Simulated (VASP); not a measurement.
## Si8HC8 (a cell with a defect): single point with PBE

Si8HC8 (a cell with a defect):

```
Si C H
1.0
     0.00000    4.34800    4.34800
     4.34800    0.00000    4.34800
     4.34800    4.34800    0.00000
Si C H
8 8 1
Direct
  0.99983 0.00047 0.99977
  0.00034 0.99980 0.49978
  0.99971 0.49965 0.99963
  0.99984 0.49979 0.50044
  0.49987 0.99977 0.00032
  0.49997 0.99988 0.49985
  0.50061 0.49975 0.99973
  0.49987 0.50033 0.49975
  0.12701 0.12287 0.12695
  0.12719 0.12280 0.62278
  0.12499 0.62486 0.12483
  0.12702 0.62697 0.62284
  0.62292 0.12284 0.12707
  0.62502 0.12498 0.62497
  0.62299 0.62691 0.12689
  0.62292 0.62710 0.62281
  0.87492 0.37370 0.87340
```

```json
{
  "Program": "VASP 6.6.1",
  "Task": "single point",
  "Functional": "PBE",
  "Potentials or basis": "VASP PAW PBE potentials, release 64 (Si, C, H)",
  "Cutoff": "520 eV",
  "k mesh": "2 × 2 × 2",
  "Occupations": "gaussian, width 0.05 eV",
  "Spin": "collinear spin, ferromagnetic start",
  "Starting moments": "[0.0, 0.0, 0.0, 0.0, 0.0, 0.0, 0.0, 0.0, 0.0, 0.0, 0.0, 0.0, 0.0, 0.0, 0.0, 0.0, 1.0] μB",
  "Dipole correction": "no",
  "Further INCAR settings": "LREAL = Auto; ALGO = Normal; EDIFF = 1e-06; NBANDS = 50"
}
```

```json
{
  "Pressure": "7.6 GPa",
  "Largest force": "0.026 eV/Å",
  "Net moment": "-0.25 μB per cell",
  "Site moments": "Si -0.00; C -0.01, -0.00; H -0.06 μB",
  "Valence electrons inside the program's atomic spheres": "Si 1.67, 1.69; C 2.56; H 0.54"
}
```

Forces on the atoms (eV/Å):
```
Si   0.001 -0.006  0.003
Si   0.015 -0.015 -0.015
Si  -0.011 -0.010 -0.010
Si   0.001  0.002 -0.005
Si  -0.015 -0.015  0.016
Si   0.013  0.014  0.014
Si  -0.008  0.004  0.004
Si  -0.015  0.016 -0.015
C   -0.002  0.004  0.000
C    0.006 -0.002 -0.001
C    0.001  0.000  0.000
C   -0.002  0.000  0.003
C   -0.003 -0.002  0.002
C   -0.001  0.000  0.000
C    0.007 -0.001 -0.001
C   -0.003  0.003 -0.001
H    0.017  0.009  0.007
```

Levels at points of the mesh, in eV from the Fermi level:
Spin up:
```tsv
k point	band 30	band 31	band 32	band 33	band 34	band 35
(0.00, 0.00, 0.00)	-1.14	-0.13	-0.13	-0.13	1.21	1.21
(0.50, 0.00, 0.00)	-0.77	-0.70	-0.70	0.00	3.43	3.58
(0.00, 0.50, 0.00)	-0.77	-0.70	-0.70	0.00	3.43	3.57
(0.00, 0.00, 0.50)	-0.77	-0.70	-0.70	0.00	3.43	3.57
(0.50, 0.50, 0.50)	-0.77	-0.70	-0.70	0.00	3.43	3.58
(0.50, 0.50, 0.00)	-1.32	-1.29	-1.29	0.77	3.84	4.29
(0.00, 0.50, 0.50)	-1.32	-1.29	-1.29	0.77	3.84	4.29
(0.50, 0.00, 0.50)	-1.32	-1.29	-1.29	0.77	3.84	4.29
```
Spin down:
| k point | band 31 | band 32 | band 33 | band 34 | band 35 | band 36 |
| --- | --- | --- | --- | --- | --- | --- |
| (0.00, 0.00, 0.00) | -0.14 | -0.14 | -0.14 | 1.21 | 1.21 | 4.15 |
| (0.50, 0.00, 0.00) | -0.72 | -0.72 | -0.22 | 3.41 | 3.57 | 3.57 |
| (0.00, 0.50, 0.00) | -0.72 | -0.72 | -0.22 | 3.41 | 3.57 | 3.57 |
| (0.00, 0.00, 0.50) | -0.72 | -0.72 | -0.22 | 3.41 | 3.57 | 3.57 |
| (0.50, 0.50, 0.50) | -0.72 | -0.72 | -0.22 | 3.41 | 3.57 | 3.57 |
| (0.50, 0.50, 0.00) | -1.31 | -1.31 | 0.55 | 3.83 | 4.28 | 5.08 |
| (0.00, 0.50, 0.50) | -1.31 | -1.31 | 0.55 | 3.83 | 4.28 | 5.08 |
| (0.50, 0.00, 0.50) | -1.31 | -1.31 | 0.55 | 3.83 | 4.28 | 5.08 |

Run time: 2.9 min on 1 thread of AMD EPYC 9R45 96-Core Processor (Zen 5), on a shared host, peak memory 0.39 GiB.

Caveat: the k points lie up to 0.63 Å⁻¹ apart.
